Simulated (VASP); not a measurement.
Here is a VASP 6.6.1 calculation.

The input INCAR:

```
SYSTEM = Rh
PREC = Accurate
ENCUT = 600
EDIFF = 1E-6
ISMEAR = -1
SIGMA = 0.05
LREAL = .False.
LASPH = .True.
NELM = 150
ALGO = Normal
ISIF = 3
LWAVE = .False.
LCHARG = .False.
ISPIN = 2
MAGMOM = 1
LORBIT = 11
LMAXMIX = 4
GGA = RP
IBRION = 2
NSW = 80
EDIFFG = -0.01
```

KPOINTS

```
regular mesh
0
Gamma
  14 14 14
  0 0 0
```

File POSCAR:

```
Rh
1.0
    0.0000000000      1.9015500000      1.9015500000
    1.9015500000      0.0000000000      1.9015500000
    1.9015500000      1.9015500000      0.0000000000
Rh
1
Direct
    0.0000000000      0.0000000000      0.0000000000
```

Potentials or basis: VASP PAW PBE potentials, release 64 (Rh_pv).

Launch:

```sh
$ cat potpaw_PBE.64/Rh_pv/POTCAR > POTCAR
$ mpirun -np 1 vasp_std > vasp.out
```

(1) Estimate the space group after relaxing (to 0.1 Å).

(2) Estimate the relaxed cell.

(3) What does it give for the net moment?

(4) Estimate the relaxed volume.

Results:

(1) Fm-3m (No. 225).

(2) a = 2.725 Å, b = 2.725 Å, c = 2.725 Å, α = 60.00°, β = 60.00°, γ = 60.00°.

(3) 0.00 μB per cell.

(4) 14.31 Å³/atom.

Caveat: the PAW data sets were made with another functional, which shifts forces and pressure a little.
